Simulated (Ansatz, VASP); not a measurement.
## One calculation of Mo, two programs

```xyz
1
Lattice="2.7765 0.0000 0.0000 -1.3883 2.4046 0.0000 0.0000 0.0000 2.6318" Properties=species:S:1:pos:R:3 pbc="T T T"
Mo    0.0000    0.0000    1.3159
```

Change from the starting cell: strain +0.015 along x and y, +0.030 along z, atoms carried along.

Alike in both runs: task single point; functional PBE; k mesh 21 × 21 × 18; occupations gaussian, width 0.15 eV; no spin polarisation.

|  | VASP | Ansatz |
| --- | --- | --- |
| version | VASP 6.6.1 | Ansatz 0.2.0 |
| potentials or method | VASP PAW PBE potentials, release 64 (Mo_sv), cutoff 520 eV | scalar-relativistic, plane waves, PAW |
| valence electrons in the cell | 14 | 14 |

```csv
,VASP,Ansatz,Ansatz less VASP
gap on the k mesh at the Fermi level (eV),none,none,-
pressure (GPa),-7.6,-8.0,-0.38
"traceless stress, the component that is largest in VASP (GPa)",-6.32,-6.36,-0.040
```

A gap of «none» marks a metal or a gap that the smearing closes.
